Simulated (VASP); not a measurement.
# FeSi (P2_13) in VASP: further runs, part 2 of 2

VASP 6.6.1. Earlier steps stand in the parts before.

## (3) Single point, PBE (11.99 Å³/atom)

This run uses another cell than the first one, of 11.99 Å³/atom.

Contents of INCAR:

```
SYSTEM = FeSi
PREC = Accurate
ENCUT = 520
EDIFF = 1E-7
ISMEAR = 0
SIGMA = 0.01
LREAL = .False.
LASPH = .True.
NELM = 100
ALGO = Normal
ISIF = 2
LWAVE = .False.
LCHARG = .False.
GGA = PE
NBANDS = 34
```

Contents of KPOINTS:

```
Automatic mesh
0
Gamma
  8 8 8
  0 0 0
```

Contents of POSCAR:

```
FeSi
1.0
    4.5775894058      0.0000000000      0.0000000000
    0.0000000000      4.5775894058      0.0000000000
    0.0000000000      0.0000000000      4.5775894058
Fe Si
4 4
Direct
    0.1310300583      0.1310300583      0.1310300583
    0.3689699417      0.8689699417      0.6310300583
    0.6310300583      0.3689699417      0.8689699417
    0.8689699417      0.6310300583      0.3689699417
    0.8385467161      0.8385467161      0.8385467161
    0.6614532839      0.1614532839      0.3385467161
    0.3385467161      0.6614532839      0.1614532839
    0.1614532839      0.3385467161      0.6614532839
```

Potentials or basis: VASP PAW PBE potentials, release 64 (Fe, Si).

The run is started by

```bash
$ cat potpaw_PBE.64/Fe/POTCAR potpaw_PBE.64/Si/POTCAR > POTCAR
$ mpirun -np 1 vasp_std > vasp.out
```

OUTCAR:

```text
SYSTEM = FeSi
   PREC = Accurate
   ENCUT = 520
   EDIFF = 1E-7
   ISMEAR = 0
   LREAL = .False.
   LASPH = .True.
   NELM = 100
   ISIF = 2
   GGA = PE

 ion  position               nearest neighbor table
   1  0.131  0.131  0.131-   5 2.32   6 2.35   7 2.35   8 2.35   7 2.61   8 2.61   6 2.61   3 2.80
                             4 2.80   2 2.80   2 2.80   4 2.80   3 2.80
   2  0.369  0.869  0.631-   6 2.32   5 2.35   7 2.35   8 2.35   7 2.61   8 2.61   5 2.61   1 2.80
                             1 2.80   3 2.80   3 2.80   4 2.80   4 2.80
   3  0.631  0.369  0.869-   7 2.32   6 2.35   5 2.35   8 2.35   8 2.61   6 2.61   5 2.61   1 2.80
                             4 2.80   2 2.80   2 2.80   4 2.80   1 2.80
   4  0.869  0.631  0.369-   8 2.32   6 2.35   7 2.35   5 2.35   6 2.61   5 2.61   7 2.61   1 2.80
[... 1113 lines left out ...]
  external PRESSURE =    -150.2326695 kB  Pullay stress =       0.0000000 kB

 VOLUME and BASIS-vectors are now :
 -----------------------------------------------------------------------------
  energy-cutoff  :      520.00
  volume of cell :       95.92
      direct lattice vectors                 reciprocal lattice vectors
     4.577589406  0.000000000  0.000000000     0.218455591  0.000000000  0.000000000
     0.000000000  4.577589406  0.000000000     0.000000000  0.218455591  0.000000000
     0.000000000  0.000000000  4.577589406     0.000000000  0.000000000  0.218455591

 POSITION                                       TOTAL-FORCE (eV/Angst)
 -----------------------------------------------------------------------------------
      0.59980      0.59980      0.59980         0.017445      0.017445      0.017445
      1.68899      3.97779      2.88860        -0.017445     -0.017445      0.017445
      2.88860      1.68899      3.97779         0.017445     -0.017445     -0.017445
      3.97779      2.88860      1.68899        -0.017445      0.017445     -0.017445
      3.83852      3.83852      3.83852         0.002389      0.002389      0.002389
      3.02786      0.73907      1.54973        -0.002389     -0.002389      0.002389
      1.54973      3.02786      0.73907         0.002389     -0.002389     -0.002389
      0.73907      1.54973      3.02786        -0.002389      0.002389     -0.002389
 -----------------------------------------------------------------------------------
    total drift:                                0.000000      0.000000     -0.000000

  FREE ENERGIE OF THE ION-ELECTRON SYSTEM (eV)
  ---------------------------------------------------
  free  energy   TOTEN  =       -58.3754542349 eV

  energy  without entropy=      -58.3754542349  energy(sigma->0) =      -58.37545423
```

OSZICAR:

```text
N       E                     dE             d eps       ncg     rms          rms(c)
DAV:   1     0.337188675402E+03    0.33719E+03   -0.19603E+04  3060   0.154E+03
DAV:   2    -0.364290226878E+02   -0.37362E+03   -0.35496E+03  3060   0.357E+02
DAV:   3    -0.648905459664E+02   -0.28462E+02   -0.25690E+02  3622   0.114E+02
DAV:   4    -0.663302298330E+02   -0.14397E+01   -0.14157E+01  4488   0.246E+01
DAV:   5    -0.663634813507E+02   -0.33252E-01   -0.33215E-01  4320   0.358E+00    0.296E+01
DAV:   6    -0.747217678442E+02   -0.83583E+01   -0.16741E+02  4586   0.150E+02    0.374E+01
DAV:   7    -0.584179296786E+02    0.16304E+02   -0.63570E+01  4198   0.108E+02    0.839E+00
DAV:   8    -0.585002052907E+02   -0.82276E-01   -0.45304E+00  3606   0.116E+01    0.357E+00
DAV:   9    -0.583860822239E+02    0.11412E+00   -0.35103E-01  4936   0.631E+00    0.158E+00
DAV:  10    -0.583760988662E+02    0.99834E-02   -0.26172E-02  4472   0.120E+00    0.462E-01
DAV:  11    -0.583756434513E+02    0.45541E-03   -0.27723E-03  4514   0.505E-01    0.245E-01
DAV:  12    -0.583754630020E+02    0.18045E-03   -0.33691E-04  4078   0.149E-01    0.704E-02
DAV:  13    -0.583754563969E+02    0.66051E-05   -0.11121E-04  4820   0.620E-02    0.413E-02
DAV:  14    -0.583754542718E+02    0.21252E-05   -0.13789E-05  3978   0.268E-02    0.599E-03
DAV:  15    -0.583754542426E+02    0.29137E-07   -0.17628E-06  4590   0.152E-02    0.294E-03
DAV:  16    -0.583754542349E+02    0.77712E-08   -0.47287E-08  1802   0.217E-03
   1 F= -.58375454E+02 E0= -.58375454E+02  d E =-.324060E-31
```

stdout:

```text
POSCAR found type information on POSCAR FeSi
 POSCAR found :  2 types and       8 ions
 scaLAPACK will be used
 LDA part: xc-table for (Slater+PW92), standard interpolation
 POSCAR, INCAR and KPOINTS ok, starting setup
 FFT: planning ... GRIDC
 FFT: planning ... GRID_SOFT
 FFT: planning ... GRID
 WAVECAR not read
 entering main loop
```

Run time: 2.7 min. Hardware: 1 thread of Intel Xeon Platinum 8259CL at 2.50GHz (Skylake/Cascade Lake), shared host; peak memory 0.27 GiB.

What came out:

| Item | Value |
| --- | --- |
| Free energy | -58.3755 eV |
| Pressure | -15.0 GPa |
| Largest force | 0.030 eV/Å |
| Band gap on the k mesh | 0.17 eV (least direct gap 0.18 eV) |

Forces in eV/Å, atoms in the order of the input:
```
Fe   0.017  0.017  0.017
Fe  -0.017 -0.017  0.017
Fe   0.017 -0.017 -0.017
Fe  -0.017  0.017 -0.017
Si   0.002  0.002  0.002
Si  -0.002 -0.002  0.002
Si   0.002 -0.002 -0.002
Si  -0.002  0.002 -0.002
```

Caveat: the cell stands under tension. A k mesh can miss the band edges.

## (4) Relaxation of cell and atoms, PBE

This run uses another cell than the first one, of 11.00 Å³/atom.

Contents of INCAR:

```
ALGO = Normal
EDIFF = 1E-7
EDIFFG = -0.002
ENCUT = 600
GGA = PE
IBRION = 2
ISIF = 3
ISMEAR = 0
LASPH = True
LCHARG = False
LREAL = False
LWAVE = False
NELM = 100
NSW = 100
PREC = Accurate
SIGMA = 0.01
```

Contents of KPOINTS:

```
k-points
0
Gamma
  8 8 8
```

Contents of POSCAR:

```
FeSi
1.0
    4.4486189529      0.0000000000      0.0000000000
    0.0000000000      4.4486189529      0.0000000000
    0.0000000000      0.0000000000      4.4486189529
Fe Si
4 4
Direct
    0.1354784525      0.1354784525      0.1354784525
    0.3645215475      0.8645215475      0.6354784525
    0.6354784525      0.3645215475      0.8645215475
    0.8645215475      0.6354784525      0.3645215475
    0.8409290186      0.8409290186      0.8409290186
    0.6590709814      0.1590709814      0.3409290186
    0.3409290186      0.6590709814      0.1590709814
    0.1590709814      0.3409290186      0.6590709814
```

The run is started by

```bash
$ cat potpaw_PBE.64/Fe/POTCAR potpaw_PBE.64/Si/POTCAR > POTCAR
$ mpirun -np 1 vasp_std > vasp.out
```

Run time: 12 min. Hardware: 1 thread of Intel Xeon Platinum 8259CL at 2.50GHz (Skylake/Cascade Lake), shared host; peak memory 0.28 GiB.

The run converged. Its results:

- Free energy: -58.7812 eV
- Relaxed volume: 11.00 Å³/atom
- Relaxed cell: a = 4.448 Å, b = 4.448 Å, c = 4.448 Å, α = 90.00°, β = 90.00°, γ = 90.00°
- Space group after relaxing (to 0.1 Å): P2_13 (No. 198)
- Energy gained by relaxing: 0.2 meV/atom
- Ionic steps: 14
- Pressure after relaxing: 0.0 GPa
- Band gap on the k mesh: 0.16 eV (least direct gap 0.17 eV)

Step by step:
```csv
step,energy change (eV),largest force (eV/Å),pressure (GPa),volume (Å³)
1,0.0000,0.0852,0.13,88.04
2,-0.0010,0.0264,-0.27,88.15
3,-0.0010,0.0157,-0.34,88.17
4,-0.0011,0.0236,0.29,87.91
5,-0.0012,0.0162,0.02,88.02
6,-0.0012,0.0160,0.02,88.02
7,-0.0012,0.0129,-0.07,88.07
8,-0.0012,0.0158,0.00,88.02
9,-0.0012,0.0046,0.02,88.02
10,-0.0012,0.0025,0.02,88.01
11,-0.0012,0.0028,-0.01,88.01
12,-0.0012,0.0024,0.03,88.01
13,-0.0012,0.0022,-0.05,88.04
14,-0.0012,0.0014,-0.01,88.02
```

Final structure:
```
Fe Si
1.0
     4.44831    0.00000    0.00000
     0.00000    4.44831    0.00000
     0.00000    0.00000    4.44831
Fe Si
4 4
Direct
  0.13636 0.13636 0.13636
  0.36364 0.86364 0.63636
  0.63636 0.36364 0.86364
  0.86364 0.63636 0.36364
  0.84078 0.84078 0.84078
  0.65922 0.15922 0.34078
  0.34078 0.65922 0.15922
  0.15922 0.34078 0.65922
```

Levels at points of the mesh, in eV from the valence-band top:
```tsv
k point	band 20	band 21	band 22	band 23	band 24	band 25	band 26	band 27	band 28	band 29
(0.00, 0.00, 0.00)	-0.28	-0.28	-0.28	-0.04	-0.04	0.66	0.66	0.66	3.03	3.03
(0.50, 0.00, 0.00)	-1.24	-0.38	-0.38	-0.01	-0.01	0.20	0.20	1.72	1.72	2.22
(0.50, 0.50, 0.00)	-1.26	-1.01	-1.01	-0.36	-0.36	0.64	0.64	1.30	1.30	2.70
(0.50, 0.50, 0.50)	-0.73	-0.67	-0.67	-0.67	-0.67	0.50	0.50	0.50	0.50	5.64
```

A k mesh can miss the band edges. Spin polarisation is off, so any magnetic state and its effect on volume and gap are missing.

## (5) The runs side by side

```csv
task,cell,cutoff (eV),gap on the mesh (eV),pressure (GPa),largest force (eV/Å)
relaxation of the atoms,"atoms relaxed from a = 4.492 Å, 8 atoms, atomic positions A",520,0.16,-6.0,0.01
single point,"a = 4.578 Å, 8 atoms, atomic positions B",520,0.17,-15.0,0.03
relaxation of cell and atoms,"relaxed from a = 4.449 Å, 8 atoms, atomic positions C",600,0.16,0.0,-
```

Alike in all rows: level PBE; potentials or basis VASP PAW PBE potentials, release 64 (Fe, Si); no spin polarisation; k mesh 8 × 8 × 8; smearing gaussian 0.01 eV.

Caveats: the cell stands under tension (at least some runs).

Absolute energies hang on the potentials; compare differences alone.
